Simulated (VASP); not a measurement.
# Al4Ni3Pd in VASP: notebook

The runs below take Al4Ni3Pd through single point, relaxation of cell and atoms, with PBE.

Everything below comes from runs of VASP 6.6.1. Logs are shortened: lines on timing, memory, paths and dates and some standing lists are left out, and cuts for length are marked.

## 1. The cell of the first run

It takes space group Im-3m (No. 229, cubic). Conventional cell: a = 5.894 Å, b = 5.894 Å, c = 5.894 Å, α = 90.00°, β = 90.00°, γ = 90.00°. Al (site symmetry -3m) has 6 Ni at 2.55 Å and 2 Pd at 2.55 Å and 6 Al at 2.95 Å within 3.4 Å. Ni (site symmetry 4/mmm) has 8 Al at 2.55 Å and 4 Ni at 2.95 Å and 2 Pd at 2.95 Å within 3.4 Å. Pd (site symmetry m-3m) has 8 Al at 2.55 Å and 6 Ni at 2.95 Å within 3.4 Å.

## 2. Single point, PBE

Contents of INCAR:

```
PREC     = Accurate       # precision mode
ENCUT    = 520            # plane-wave cutoff, eV
EDIFF    = 1E-6           # SCF threshold, eV
ISMEAR   = 0              # smearing method
SIGMA    = 0.1            # smearing width, eV
LREAL    = F              # projectors in reciprocal space
LASPH    = T              # aspherical terms in the spheres
NELM     = 60             # most SCF steps
ALGO     = Fast           # electronic algorithm
ISIF     = 2              # what is computed and relaxed
LWAVE    = F              # write WAVECAR
LCHARG   = F              # write CHGCAR
GGA      = PE             # functional
NBANDS   = 36             # bands
```

Contents of KPOINTS:

```
Automatic mesh
0
Gamma
  4 4 4
```

Contents of POSCAR:

```
Al4Ni3Pd
1.0
   -2.9468547000      2.9468547000      2.9468547000
    2.9468547000     -2.9468547000      2.9468547000
    2.9468547000      2.9468547000     -2.9468547000
Al Ni Pd
4 3 1
Direct
    0.5000000000      0.0000000000      0.0000000000
    0.0000000000      0.0000000000      0.5000000000
    0.5000000000      0.5000000000      0.5000000000
    0.0000000000      0.5000000000      0.0000000000
    0.0000000000      0.5000000000      0.5000000000
    0.5000000000      0.5000000000      0.0000000000
    0.5000000000      0.0000000000      0.5000000000
    0.0000000000      0.0000000000      0.0000000000
```

Potentials or basis: VASP PAW PBE potentials, release 64 (Al, Ni, Pd).

Launch:

```bash
cat potpaw_PBE.64/Al/POTCAR potpaw_PBE.64/Ni/POTCAR potpaw_PBE.64/Pd/POTCAR > POTCAR
mpirun -np 1 vasp_std > vasp.out
```

OUTCAR:

```text
PREC = Accurate
   ENCUT = 520
   EDIFF = 1E-6
   ISMEAR = 0
   LREAL = F
   LASPH = T
   NELM = 60
   ISIF = 2
   GGA = PE

 ion  position               nearest neighbor table
   1  0.500  0.000  0.000-   5 2.55   6 2.55   7 2.55   8 2.55   7 2.55   6 2.55   8 2.55   5 2.55
                             4 2.95   3 2.95   2 2.95   2 2.95   4 2.95   3 2.95
   2  0.000  0.000  0.500-   5 2.55   6 2.55   7 2.55   8 2.55   8 2.55   5 2.55   7 2.55   6 2.55
                             4 2.95   4 2.95   1 2.95   1 2.95   3 2.95   3 2.95
   3  0.500  0.500  0.500-   5 2.55   6 2.55   7 2.55   8 2.55   6 2.55   7 2.55   5 2.55   8 2.55
                             4 2.95   1 2.95   1 2.95   4 2.95   2 2.95   2 2.95
   4  0.000  0.500  0.000-   5 2.55   6 2.55   7 2.55   8 2.55   5 2.55   8 2.55   6 2.55   7 2.55
                             3 2.95   2 2.95   1 2.95   3 2.95   1 2.95   2 2.95
   5  0.000  0.500  0.500-   1 2.55   2 2.55   3 2.55   4 2.55   4 2.55   2 2.55   3 2.55   1 2.55
                             7 2.95   8 2.95   8 2.95   6 2.95   7 2.95   6 2.95
   6  0.500  0.500  0.000-   1 2.55   2 2.55   3 2.55   4 2.55   3 2.55   1 2.55   4 2.55   2 2.55
                             7 2.95   7 2.95   8 2.95   5 2.95   8 2.95   5 2.95
   7  0.500  0.000  0.500-   1 2.55   2 2.55   3 2.55   4 2.55   1 2.55   3 2.55   2 2.55   4 2.55
                             6 2.95   6 2.95   8 2.95   8 2.95   5 2.95   5 2.95
   8  0.000  0.000  0.000-   1 2.55   2 2.55   3 2.55   4 2.55   2 2.55   4 2.55   1 2.55   3 2.55
                             6 2.95   5 2.95   7 2.95   7 2.95   6 2.95   5 2.95

  LATTYP: Found a body centered cubic cell.
 ALAT       =     5.8937094000

  Lattice vectors:

 A1 = (  -2.9468547000,   2.9468547000,   2.9468547000)
 A2 = (   2.9468547000,  -2.9468547000,   2.9468547000)
 A3 = (   2.9468547000,   2.9468547000,  -2.9468547000)

Analysis of symmetry for initial positions (statically):
=====================================================================
 Subroutine PRICEL returns:
 Original cell was already a primitive cell.

 Routine SETGRP: Setting up the symmetry group for a
 body centered cubic supercell.

 Subroutine GETGRP returns: Found 48 space group operations
 (whereof 48 operations were pure point group operations)
 out of a pool of 48 trial point group operations.

The static configuration has the point symmetry O_h .

Analysis of symmetry for dynamics (positions and initial velocities):
=====================================================================
 Subroutine PRICEL returns:
 Original cell was already a primitive cell.

 Routine SETGRP: Setting up the symmetry group for a
 body centered cubic supercell.

 Subroutine GETGRP returns: Found 48 space group operations
 (whereof 48 operations were pure point group operations)
 out of a pool of 48 trial point group operations.

The dynamic configuration has the point symmetry O_h .

 Subroutine INISYM returns: Found 48 space group operations
 (whereof 48 operations are pure point group operations),
 and found     1 'primitive' translations

----------------------------------------------------------------------------------------

                                     Primitive cell

  volume of cell :     102.3614

  direct lattice vectors                    reciprocal lattice vectors
    -2.946854700  2.946854700  2.946854700     0.000000000  0.169672431  0.169672431
     2.946854700 -2.946854700  2.946854700     0.169672431  0.000000000  0.169672431
     2.946854700  2.946854700 -2.946854700     0.169672431  0.169672431  0.000000000

  length of vectors
     5.104102063  5.104102063  5.104102063     0.239953053  0.239953053  0.239953053

  position of ions in fractional coordinates (direct lattice)
     0.500000000  0.000000000  0.000000000
     0.000000000  0.000000000  0.500000000
     0.500000000  0.500000000  0.500000000
     0.000000000  0.500000000  0.000000000
     0.000000000  0.500000000  0.500000000
     0.500000000  0.500000000  0.000000000
     0.500000000  0.000000000  0.500000000
     0.000000000  0.000000000  0.000000000

  ion indices of the primitive-cell ions
   primitive index   ion index
                 1           1
                 2           2
                 3           3
                 4           4
                 5           5
                 6           6
                 7           7
                 8           8

----------------------------------------------------------------------------------------

 KPOINTS: Automatic mesh

Automatic generation of k-mesh.
 Grid dimensions read from file:
 generate k-points for:    4    4    4

 Generating k-lattice:

  Cartesian coordinates                     Fractional coordinates (reciprocal lattice)
     0.000000000  0.042418108  0.042418108     0.250000000  0.000000000  0.000000000
     0.042418108  0.000000000  0.042418108     0.000000000  0.250000000  0.000000000
     0.042418108  0.042418108  0.000000000     0.000000000  0.000000000  0.250000000

  Length of vectors
     0.059988263  0.059988263  0.059988263

  Shift w.r.t. Gamma in fractional coordinates (k-lattice)
     0.000000000  0.000000000  0.000000000

 Subroutine IBZKPT returns following result:
 ===========================================

 Found      8 irreducible k-points:

 Following reciprocal coordinates:
            Coordinates               Weight
  0.000000  0.000000  0.000000      1.000000
  0.250000  0.000000  0.000000     12.000000
  0.500000  0.000000  0.000000      6.000000
  0.250000  0.250000  0.000000     24.000000
  0.250000  0.250000  0.250000      2.000000
 -0.250000  0.250000  0.250000      6.000000
  0.500000  0.500000  0.250000     12.000000
  0.500000  0.500000  0.500000      1.000000
   k-points           NKPTS =      8   k-points in BZ     NKDIM =      8   number of bands    NBANDS=     36
   number of dos      NEDOS =    301   number of ions     NIONS =      8
   total plane-waves  NPLWV =  64000
   dimension x,y,z NGX =    40 NGY =   40 NGZ =   40
   dimension x,y,z NGXF=    80 NGYF=   80 NGZF=   80
   ions per type =               4   3   1
   NGX,Y,Z   is equivalent  to a cutoff of  13.03, 13.03, 13.03 a.u.
   NGXF,Y,Z  is equivalent  to a cutoff of  26.06, 26.06, 26.06 a.u.
 SYSTEM =  unknown system
   PREC   = accura    normal or accurate (medium, high low for compatibility)
   ISTART =      0    job   : 0-new  1-cont  2-samecut
   ICHARG =      2    charge: 1-file 2-atom 10-const
   ISPIN  =      1    spin polarized calculation?
   LNONCOLLINEAR =      F non collinear calculations
   LSORBIT =      F    spin-orbit coupling
   LASPH  =      T    aspherical Exc in radial PAW
   ENCUT  =  520.0 eV  38.22 Ry    6.18 a.u.   9.49  9.49  9.49*2*pi/ulx,y,z
   NELM   =     60;   NELMIN=  2; NELMDL= -5     # of ELM steps
   EDIFF  = 0.1E-05   stopping-criterion for ELM
   LREAL  =      F    real-space projection
   EDIFFG = 0.1E-04   stopping-criterion for IOM
   NSW    =      0    number of steps for IOM
   IBRION =     -1    ionic relax: 0-MD 1-quasi-New 2-CG
   NFREE  =      0    steps in history (QN), initial steepest desc. (CG)
   ISIF   =      2    stress and relaxation
   ISYM   =      2    0-nonsym 1-usesym 2-fastsym
   POTIM  = 0.5000    time-step for ionic-motion
   TEBEG  =    0.0;   TEEND  =   0.0 temperature during run
   PSTRESS=    0.0 pullay stress
   NELECT =      52.0000    total number of electrons
   NUPDOWN=      -1.0000    fix difference up-down
   EMIN   =  10.00;   EMAX   =-10.00  energy-range for DOS
   EFERMI =   0.00;   METHOD = LEGACY
   ISMEAR =     0;   SIGMA  =   0.10  broadening in eV -4-tet -1-fermi 0-gaus
   EFERMI_NEDOS =   21; number of points for ismear=-14 and -15
   IALGO  =     68    algorithm
   IMIX   =      4    mixing-type and parameters
     AMIX     =   0.40;   BMIX     =  1.00
     AMIX_MAG =   1.60;   BMIX_MAG =  1.00
  volume/ion in A,a.u.               =      12.80        86.35
  Fermi-wavevector in a.u.,A,eV,Ry     =   1.306263  2.468479 23.215927  1.706323
  Thomas-Fermi vector in A             =   2.437077
   LORBIT       =      0    0 simple, 1 ext, 2 COOP (PROOUT), +10 PAW based schemes
   GGA     = PE    functional components
   LHFCALC =     F    Hartree Fock is set to
   AEXX    =    0.0000 exact exchange contribution
   IVDW    =     0    specifies the selected vdW correction
   LEPSILON=     F    determine dielectric tensor
   LRPA    =     F    only Hartree local field effects (RPA)
 non-spin polarized calculation
 RMM-DIIS sequential band-by-band and
 Gauss-broadening in eV      SIGMA  =   0.10
  energy-cutoff  :      520.00
  volume of cell :      102.36
 maximum number of plane-waves:      2779
 NGX is ok and might be reduce to    40
   NGX = 19   NGY = 19   NGZ = 19

 number of electron      51.9999961 magnetization

 Free energy of the ion-electron system (eV)
  ---------------------------------------------------
  ext. energy  EPLUGINS =         0.00000000
  ---------------------------------------------------
  free energy    TOTEN  =       -41.97061973 eV

  energy without entropy =      -41.93089169  energy(sigma->0) =      -41.95075571

 E-fermi :   9.9276     XC(G=0): -11.9505

 val. band max:        9.9156780309   @ k =   0.2500   0.2500   0.0000
 cond. band min:      10.0382395538   @ k =   0.5000   0.5000   0.2500
 fundamental gap:      0.1225615229
 Fermi energy:         9.9275949895

 k-point     1 :       0.0000    0.0000    0.0000
  band No.  band energies     occupation
      1      -0.9196      2.00000
      2       3.8264      2.00000
      3       3.8264      2.00000
      4       3.8264      2.00000
      5       5.1329      2.00000
      6       5.1329      2.00000
[... 28 lines left out ...]
     35      15.0386      0.00000
     36      15.0386      0.00000

 k-point     2 :       0.2500    0.0000    0.0000
  band No.  band energies     occupation
      1      -0.3647      2.00000
      2       3.2359      2.00000
      3       3.6694      2.00000
      4       4.0419      2.00000
      5       4.9233      2.00000
      6       5.1571      2.00000
[... 226 lines left out ...]
 k-point     8 :       0.5000    0.5000    0.5000
  band No.  band energies     occupation
      1       3.0136      2.00000
      2       3.0136      2.00000
      3       3.1403      2.00000
      4       3.1403      2.00000
      5       3.1403      2.00000
      6       3.3751      2.00000
[... 28 lines left out ...]
     35      17.6730      0.00000
     36      17.6730      0.00000

------------------------ aborting loop because EDIFF is reached ----------------------------------------

  FORCE on cell =-STRESS in cart. coord.  units (eV):
  Direction    XX          YY          ZZ          XY          YZ          ZX
  --------------------------------------------------------------------------------------
  -------------------------------------------------------------------------------------
  Total        0.2222722      0.2222722      0.2222722      0.0000000      0.0000000     -0.0000000
  in kB        3.4790410      3.4790410      3.4790410      0.0000000      0.0000000     -0.0000000
  external PRESSURE =       3.4790410 kB  Pullay stress =       0.0000000 kB

 VOLUME and BASIS-vectors are now :
 -----------------------------------------------------------------------------
  energy-cutoff  :      520.00
  volume of cell :      102.36
      direct lattice vectors                 reciprocal lattice vectors
    -2.946854700  2.946854700  2.946854700     0.000000000  0.169672431  0.169672431
     2.946854700 -2.946854700  2.946854700     0.169672431  0.000000000  0.169672431
     2.946854700  2.946854700 -2.946854700     0.169672431  0.169672431  0.000000000

 POSITION                                       TOTAL-FORCE (eV/Angst)
 -----------------------------------------------------------------------------------
     -1.47343      1.47343      1.47343         0.000000     -0.000000      0.000000
      1.47343      1.47343     -1.47343         0.000000     -0.000000      0.000000
      1.47343      1.47343      1.47343         0.000000     -0.000000      0.000000
      1.47343     -1.47343      1.47343         0.000000     -0.000000      0.000000
      2.94685      0.00000      0.00000        -0.000000      0.000000     -0.000000
      0.00000      0.00000      2.94685        -0.000000     -0.000000      0.000000
      0.00000      2.94685      0.00000        -0.000000      0.000000     -0.000000
      0.00000      0.00000      0.00000         0.000000     -0.000000      0.000000
 -----------------------------------------------------------------------------------
    total drift:                               -0.000000     -0.000000      0.000000

  FREE ENERGIE OF THE ION-ELECTRON SYSTEM (eV)
  ---------------------------------------------------
  free  energy   TOTEN  =       -41.9706197298 eV

  energy  without entropy=      -41.9308916901  energy(sigma->0) =      -41.95075571
```

Wall time 51 s (1 thread of Intel Xeon Platinum 8259CL at 2.50GHz (Skylake/Cascade Lake), shared host); peak memory 0.24 GiB.

What came out:

```yaml
Free_energy: -41.9706 eV
Pressure: 0.3 GPa
Band_gap_on_the_k_mesh: zero (bands 26 and 27 overlap by 2.99 eV)
```

Levels at points of the mesh, in eV from the Fermi level:
```tsv
k point	band 22	band 23	band 24	band 25	band 26	band 27	band 28	band 29	band 30	band 31
(0.00, 0.00, 0.00)	-1.52	-1.52	-1.52	-1.13	-1.13	-0.92	1.52	1.52	1.74	2.43
(0.50, 0.00, 0.00)	-1.66	-1.30	-1.13	-0.62	-0.53	0.96	1.10	2.28	2.83	4.82
(0.50, 0.50, 0.50)	-1.09	-1.09	-0.68	-0.68	-0.60	2.10	2.10	2.10	2.77	4.50
```

Caveat: the k points lie up to 0.38 Å⁻¹ apart, too coarse for converged energies and pressures of a metal. Spin polarisation is off, so any magnetic state and its effect on volume and gap are missing.

[end of part 1 of 3]

The gap in the log of VASP goes by the Fermi energy; the results here count the filled bands.